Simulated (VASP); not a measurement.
Ca2Si: single point with LDA

Ca2Si:

```
Ca Si
1.0
     0.00000    3.46093    3.58332
     3.46093    0.00000    3.58332
     3.46093    3.46093    0.00000
Ca Si
2 1
Direct
  0.73448 0.73448 0.76552
  0.26552 0.26552 0.23448
  0.00000 0.00000 0.00000
```

This cell differs from its parent crystal: atoms displaced along a vibrational mode, the cell strained.

```
Program                : VASP 6.6.1
Task                   : single point
Functional             : LDA
Potentials or basis    : VASP PAW LDA potentials, release 64 (Ca_sv, Si)
Cutoff                 : 520 eV
k mesh                 : 8 × 8 × 8
Occupations            : gaussian, width 0.05 eV
Spin                   : no spin polarisation
Dipole correction      : no
Further INCAR settings : ALGO = Normal; EDIFF = 1e-06; NBANDS = 19
```

The pressure is 0.3 GPa, the largest force is 0.558 eV/Å and the band gap on the k mesh is 0.17 eV.

Forces on the atoms (eV/Å):
```
Ca   0.000  0.000  0.558
Ca   0.000  0.000 -0.558
Si   0.000  0.000  0.000
```

Stress tensor (GPa, compression positive):
```
 0.95 -0.95  0.00
-0.95  0.95  0.00
 0.00  0.00 -1.02
```

Levels at points of the mesh, in eV from the valence-band top:
| k point | band 9 | band 10 | band 11 | band 12 | band 13 | band 14 | band 15 | band 16 |
| --- | --- | --- | --- | --- | --- | --- | --- | --- |
| (0.00, 0.00, 0.00) | -6.89 | -0.77 | -0.76 | -0.58 | 1.46 | 1.55 | 1.73 | 4.45 |
| (0.50, 0.00, 0.00) | -6.09 | -2.20 | -0.28 | -0.20 | 1.91 | 2.38 | 2.61 | 2.75 |
| (0.00, 0.00, 0.50) | -6.13 | -2.16 | -0.48 | -0.29 | 2.11 | 2.14 | 2.66 | 2.85 |
| (0.50, 0.50, 0.00) | -5.90 | -2.34 | -0.16 | 0.00 | 0.17 | 1.55 | 2.28 | 3.76 |
| (0.50, 0.00, 0.50) | -5.87 | -2.19 | -0.24 | -0.20 | 0.25 | 1.37 | 2.38 | 3.67 |

It took 90 s on 1 thread of Intel(R) Xeon(R) 6975P-C (Granite Rapids), with other jobs on the host, peak memory 0.28 GiB.

Caveat: the cell differs from its parent crystal (atoms displaced along a vibrational mode, the cell strained). A k mesh can miss the band edges.
